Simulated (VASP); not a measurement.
# CdTe (zincblende type) (F-43m) in VASP: further runs, part 2 of 2

VASP 6.6.1.

## Step 4: Single point, PBE (volume scaled by 0.64)

INCAR reads:

```
SYSTEM = CdTe
PREC = Accurate
ENCUT = 520
EDIFF = 1E-6
ISMEAR = -1
SIGMA = 0.08
LREAL = .FALSE.
LASPH = .TRUE.
NELM = 80
ALGO = Normal
ISIF = 2
LWAVE = .FALSE.
LCHARG = .FALSE.
GGA = PE
NBANDS = 16
```

KPOINTS reads:

```
Automatic mesh
0
G
  11 11 11
  0 0 0
```

POSCAR reads:

```
CdTe
1.0
    0.0000000000      2.8506970984      2.8506970984
    2.8506970984      0.0000000000      2.8506970984
    2.8506970984      2.8506970984      0.0000000000
Cd Te
1 1
Direct
    0.0000000000      0.0000000000      0.0000000000
    0.2500000000      0.2500000000      0.2500000000
```

Potentials or basis: VASP PAW PBE potentials, release 64 (Cd, Te).

Launch:

```bash
> cat potpaw_PBE.64/Cd/POTCAR potpaw_PBE.64/Te/POTCAR > POTCAR
> mpirun -np 1 vasp_std > vasp.out
```

OUTCAR:

```text
SYSTEM = CdTe
   PREC = Accurate
   ENCUT = 520
   EDIFF = 1E-6
   ISMEAR = -1
   LREAL = .FALSE.
   LASPH = .TRUE.
   NELM = 80
   ISIF = 2
   GGA = PE

 ion  position               nearest neighbor table
   1  0.000  0.000  0.000-   2 2.47   2 2.47   2 2.47   2 2.47
   2  0.250  0.250  0.250-   1 2.47   1 2.47   1 2.47   1 2.47

  LATTYP: Found a face centered cubic cell.
 ALAT       =     5.7013941968

  Lattice vectors:

 A1 = (   0.0000000000,   2.8506970984,   2.8506970984)
 A2 = (   2.8506970984,   0.0000000000,   2.8506970984)
 A3 = (   2.8506970984,   2.8506970984,   0.0000000000)

Analysis of symmetry for initial positions (statically):
=====================================================================
 Subroutine PRICEL returns:
 Original cell was already a primitive cell.

 Routine SETGRP: Setting up the symmetry group for a
 face centered cubic supercell.

 Subroutine GETGRP returns: Found 24 space group operations
 (whereof 24 operations were pure point group operations)
 out of a pool of 48 trial point group operations.

The static configuration has the point symmetry T_d .

Analysis of symmetry for dynamics (positions and initial velocities):
=====================================================================
 Subroutine PRICEL returns:
 Original cell was already a primitive cell.

 Routine SETGRP: Setting up the symmetry group for a
 face centered cubic supercell.

 Subroutine GETGRP returns: Found 24 space group operations
 (whereof 24 operations were pure point group operations)
 out of a pool of 48 trial point group operations.

The dynamic configuration has the point symmetry T_d .

 Subroutine INISYM returns: Found 24 space group operations
 (whereof 24 operations are pure point group operations),
 and found     1 'primitive' translations

[... 100 lines left out ...]
   ISIF   =      2    stress and relaxation
   ISYM   =      2    0-nonsym 1-usesym 2-fastsym
   POTIM  = 0.5000    time-step for ionic-motion
   TEBEG  =    0.0;   TEEND  =   0.0 temperature during run
   PSTRESS=    0.0 pullay stress
   NELECT =      18.0000    total number of electrons
   NUPDOWN=      -1.0000    fix difference up-down
   EMIN   =  10.00;   EMAX   =-10.00  energy-range for DOS
   EFERMI =   0.00;   METHOD = LEGACY
   ISMEAR =    -1;   SIGMA  =   0.08  broadening in eV -4-tet -1-fermi 0-gaus
   EFERMI_NEDOS =   21; number of points for ismear=-14 and -15
   IALGO  =     38    algorithm
   IMIX   =      4    mixing-type and parameters
     AMIX     =   0.40;   BMIX     =  1.00
     AMIX_MAG =   1.60;   BMIX_MAG =  1.00
  volume/ion in A,a.u.               =      23.17       156.33
  Fermi-wavevector in a.u.,A,eV,Ry     =   1.194551  2.257374 19.414853  1.426951
  Thomas-Fermi vector in A             =   2.330538
   LORBIT       =      0    0 simple, 1 ext, 2 COOP (PROOUT), +10 PAW based schemes
   GGA     = PE    functional components
[... 5 lines left out ...]
 non-spin polarized calculation
  energy-cutoff  :      520.00
  volume of cell :       46.33
 maximum number of plane-waves:      1267
 NGX is ok and might be reduce to    30
   NGX = 15   NGY = 15   NGZ = 15

 number of electron      18.0000001 magnetization

 Free energy of the ion-electron system (eV)
  ---------------------------------------------------
  ext. energy  EPLUGINS =         0.00000000
  ---------------------------------------------------
  free energy    TOTEN  =        -2.34115593 eV

  energy without entropy =       -2.34115392  energy(sigma->0) =       -2.34115493

 E-fermi :   7.5999     XC(G=0): -10.4122

 val. band max:        6.8819229958   @ k =   0.0000   0.0000   0.0000
 cond. band min:       8.3488253281   @ k =   0.4545   0.4545   0.0000
 fundamental gap:      1.4669023323
 Fermi energy:         7.5998618104

 k-point     1 :       0.0000    0.0000    0.0000
  band No.  band energies     occupation
      1      -7.3994      2.00000
      2      -3.6877      2.00000
      3      -3.6877      2.00000
      4      -3.6877      2.00000
      5      -3.0308      2.00000
      6      -3.0308      2.00000
[... 433 lines left out ...]
      3      -3.5437      2.00000
      4      -3.3221      2.00000
      5      -3.0701      2.00000
      6      -2.9752      2.00000
[... 8 lines left out ...]
     15      16.9302      0.00000
     16      17.6222      0.00000

 [... further k-points ...]
[... 5 lines left out ...]
  --------------------------------------------------------------------------------------
  -------------------------------------------------------------------------------------
  Total       13.3701328     13.3701328     13.3701328     -0.0000000      0.0000000     -0.0000000
  in kB      462.3417228    462.3417228    462.3417228     -0.0000000      0.0000000     -0.0000000
  external PRESSURE =     462.3417228 kB  Pullay stress =       0.0000000 kB

 VOLUME and BASIS-vectors are now :
 -----------------------------------------------------------------------------
  energy-cutoff  :      520.00
  volume of cell :       46.33
      direct lattice vectors                 reciprocal lattice vectors
     0.000000000  2.850697098  2.850697098    -0.175395695  0.175395695  0.175395695
     2.850697098  0.000000000  2.850697098     0.175395695 -0.175395695  0.175395695
     2.850697098  2.850697098  0.000000000     0.175395695  0.175395695 -0.175395695

 POSITION                                       TOTAL-FORCE (eV/Angst)
 -----------------------------------------------------------------------------------
      0.00000      0.00000      0.00000        -0.000000     -0.000000     -0.000000
      1.42535      1.42535      1.42535         0.000000      0.000000      0.000000
 -----------------------------------------------------------------------------------
    total drift:                               -0.000000     -0.000000     -0.000000

  FREE ENERGIE OF THE ION-ELECTRON SYSTEM (eV)
  ---------------------------------------------------
  free  energy   TOTEN  =        -2.3411559332 eV

  energy  without entropy=       -2.3411539209  energy(sigma->0) =       -2.34115493
```

Wall time 37 s (1 thread of Intel Xeon Platinum 8488C (Sapphire Rapids), shared host); peak memory 0.19 GiB.

Results:

```yaml
Free_energy: -2.3412 eV
Pressure: 46.2 GPa
Band_gap_on_the_k_mesh: 1.47 eV, indirect (least direct gap 1.95 eV)
```

Levels at points of the mesh, in eV from the valence-band top:
```csv
k point,band 5,band 6,band 7,band 8,band 9,band 10,band 11,band 12,band 13,band 14
"(0.00, 0.00, 0.00)",-9.91,-9.91,0.00,0.00,0.00,1.95,4.01,4.01,4.01,7.68
```

Caveat: spin-orbit coupling is left out, which moves the levels of the heavy elements. A k mesh can miss the band edges.

## Step 5: Single point, PBE (volume scaled by 0.64)

INCAR reads:

```
ALGO = Normal ; EDIFF = 1E-6
ENCUT = 520 ; GGA = PE
ISIF = 2 ; ISMEAR = -1
LASPH = True ; LCHARG = False
LREAL = False ; LWAVE = False
NBANDS = 16 ; NELM = 100
PREC = Accurate ; SIGMA = 0.08
```

KPOINTS reads:

```
k-points
0
Gamma
  11 11 11
```

POSCAR is that of step 4.

Potentials or basis: VASP PAW PBE potentials, release 64 (Cd, Te).

Launch:

```bash
> cat potpaw_PBE.64/Cd/POTCAR potpaw_PBE.64/Te/POTCAR > POTCAR
> mpirun -np 1 vasp_std > vasp.out
```

OUTCAR:

```text
EDIFF = 1E-6
   ENCUT = 520
   GGA = PE
   ISIF = 2
   ISMEAR = -1
   LASPH = True
   LREAL = False
   NELM = 100
   PREC = Accurate

 ion  position               nearest neighbor table
   1  0.000  0.000  0.000-   2 2.47   2 2.47   2 2.47   2 2.47
   2  0.250  0.250  0.250-   1 2.47   1 2.47   1 2.47   1 2.47

  LATTYP: Found a face centered cubic cell.
 ALAT       =     5.7013941968

  Lattice vectors:

 A1 = (   0.0000000000,   2.8506970984,   2.8506970984)
[... 639 lines left out ...]

 [... further k-points ...]

------------------------ aborting loop because EDIFF is reached ----------------------------------------

  FORCE on cell =-STRESS in cart. coord.  units (eV):
  Direction    XX          YY          ZZ          XY          YZ          ZX
  --------------------------------------------------------------------------------------
  -------------------------------------------------------------------------------------
  Total       13.3701328     13.3701328     13.3701328     -0.0000000      0.0000000     -0.0000000
  in kB      462.3417228    462.3417228    462.3417228     -0.0000000      0.0000000     -0.0000000
  external PRESSURE =     462.3417228 kB  Pullay stress =       0.0000000 kB

 VOLUME and BASIS-vectors are now :
 -----------------------------------------------------------------------------
  energy-cutoff  :      520.00
  volume of cell :       46.33
      direct lattice vectors                 reciprocal lattice vectors
     0.000000000  2.850697098  2.850697098    -0.175395695  0.175395695  0.175395695
     2.850697098  0.000000000  2.850697098     0.175395695 -0.175395695  0.175395695
     2.850697098  2.850697098  0.000000000     0.175395695  0.175395695 -0.175395695

 POSITION                                       TOTAL-FORCE (eV/Angst)
 -----------------------------------------------------------------------------------
      0.00000      0.00000      0.00000        -0.000000     -0.000000     -0.000000
      1.42535      1.42535      1.42535         0.000000      0.000000      0.000000
 -----------------------------------------------------------------------------------
    total drift:                               -0.000000     -0.000000     -0.000000

  FREE ENERGIE OF THE ION-ELECTRON SYSTEM (eV)
  ---------------------------------------------------
  free  energy   TOTEN  =        -2.3411559332 eV

  energy  without entropy=       -2.3411539209  energy(sigma->0) =       -2.34115493
```

stdout:

```text
POSCAR found type information on POSCAR CdTe
 POSCAR found :  2 types and       2 ions
 scaLAPACK will be used
 LDA part: xc-table for (Slater+PW92), standard interpolation
 POSCAR, INCAR and KPOINTS ok, starting setup
 FFT: planning ... GRIDC
 FFT: planning ... GRID_SOFT
 FFT: planning ... GRID
 WAVECAR not read
 entering main loop
```

Wall time 31 s (1 thread of Intel Xeon Platinum 8488C (Sapphire Rapids), shared host); peak memory 0.19 GiB.

Results:

* Free energy: -2.3412 eV
* Pressure: 46.2 GPa
* Band gap on the k mesh: 1.47 eV, indirect (least direct gap 1.95 eV)

Caveat: spin-orbit coupling is left out, which moves the levels of the heavy elements. A k mesh can miss the band edges.

## Step 6: Single point, PBE (volume scaled by 0.72)

INCAR reads:

```
PREC = Accurate ; ENCUT = 520
EDIFF = 1E-7 ; ISMEAR = -1
SIGMA = 0.08 ; LREAL = F
LASPH = T ; NELM = 100
ALGO = Normal ; ISIF = 2
LWAVE = F ; LCHARG = F
GGA = PE ; NBANDS = 16
```

KPOINTS reads:

```
Automatic mesh
0
Gamma
  11 11 11
```

POSCAR reads:

```
CdTe
1.0
    0.0000000000      2.9648444594      2.9648444594
    2.9648444594      0.0000000000      2.9648444594
    2.9648444594      2.9648444594      0.0000000000
Cd Te
1 1
Direct
    0.0000000000      0.0000000000      0.0000000000
    0.2500000000      0.2500000000      0.2500000000
```

Potentials or basis: VASP PAW PBE potentials, release 64 (Cd, Te).

Launch:

```bash
> cat potpaw_PBE.64/Cd/POTCAR potpaw_PBE.64/Te/POTCAR > POTCAR
> mpirun -np 1 vasp_std > vasp.out
```

Wall time 37 s (1 thread of Intel Xeon Platinum 8488C (Sapphire Rapids), shared host); peak memory 0.2 GiB.

The run converged. Its results:

| Quantity | Value |
| --- | --- |
| Free energy | -3.6095 eV |
| Pressure | 25.8 GPa |
| Band gap on the k mesh | 1.61 eV, direct |

Levels at points of the mesh, in eV from the valence-band top:
```
           k point  band 7  band 8  band 9  band 10  band 11  band 12
(0.00, 0.00, 0.00)    0.00    0.00    0.00     1.61     4.26     4.26
```

Caveat: spin-orbit coupling is left out, which moves the levels of the heavy elements. A k mesh can miss the band edges.

## Step 7: The runs side by side

| cell | gap on the mesh (eV) | pressure (GPa) |
| --- | --- | --- |
| a = 3.833 Å, angles 60.0°, 2 atoms | 0.86 | 88.6 |
| a = 4.031 Å, angles 60.0°, 2 atoms | 1.47 | 46.2 |
| a = 4.193 Å, angles 60.0°, 2 atoms | 1.61 | 25.8 |

Alike in all rows: task single point; level PBE; potentials or basis VASP PAW PBE potentials, release 64 (Cd, Te); no spin polarisation; k mesh 11 × 11 × 11; cutoff (eV) 520; smearing fermi-dirac 0.08 eV.

Caveats: spin-orbit coupling is left out, which moves the levels of the heavy elements.

Absolute energies hang on the potentials; compare differences alone.
